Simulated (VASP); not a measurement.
## Fe: single point with PBE

Fe:

```
CELL_PARAMETERS angstrom
-1.22737 1.22737 1.78336
1.22737 -1.22737 1.78336
1.22737 1.22737 -1.78336
ATOMIC_POSITIONS crystal
Fe 0.00000 0.00000 0.00000
```

This cell differs from its parent crystal: volume 10.746 Å^3 an atom, c/a of the conventional cell 1.4530.

```yaml
Program: VASP 6.6.1
Task: single point
Functional: PBE
Potentials_or_basis: VASP PAW PBE potentials, release 64 (Fe)
Cutoff: 520 eV
k_mesh: 12 × 12 × 12
Occupations: gaussian, width 0.15 eV
Spin: collinear spin, ferromagnetic start
Starting_moments: "[2.44] μB"
```

```
Pressure                                              : -1.7 GPa
Net moment                                            : 1.23 μB per cell
Site moments                                          : Fe +1.22 μB
Valence electrons inside the program's atomic spheres : Fe 7.38
```

Stress tensor (GPa, compression positive):
```
-0.37  0.00  0.00
 0.00 -0.37  0.00
 0.00  0.00 -4.52
```

Levels at points of the mesh, in eV from the Fermi level:
Spin up:
```tsv
k point	band 2	band 3	band 4	band 5	band 6	band 7
(0.00, 0.00, 0.00)	-2.11	-1.92	-1.92	-1.06	-0.86	22.90
(0.50, 0.00, 0.00)	-2.38	-2.20	0.04	0.21	0.30	7.49
(0.50, 0.50, 0.00)	-4.32	-0.03	0.58	0.75	3.19	10.93
(0.50, 0.50, 0.50)	-4.28	-0.03	0.64	0.64	2.53	10.26
```
Spin down:
```
           k point  band 1  band 2  band 3  band 4  band 5  band 6  band 7
(0.00, 0.00, 0.00)   -8.60   -1.24   -1.00   -1.00    0.71    0.98   22.71
(0.50, 0.00, 0.00)   -4.36   -1.09   -0.83    0.14    1.59    1.67    8.16
(0.50, 0.50, 0.00)   -4.11   -3.60    1.63    1.77    1.84    3.32   11.85
(0.50, 0.50, 0.50)   -4.15   -3.58    1.69    1.69    1.89    2.65   11.18
```

It took 24 s on 1 thread of Intel(R) Xeon(R) 6975P-C (Granite Rapids), with other jobs on the host, peak memory 0.16 GiB.
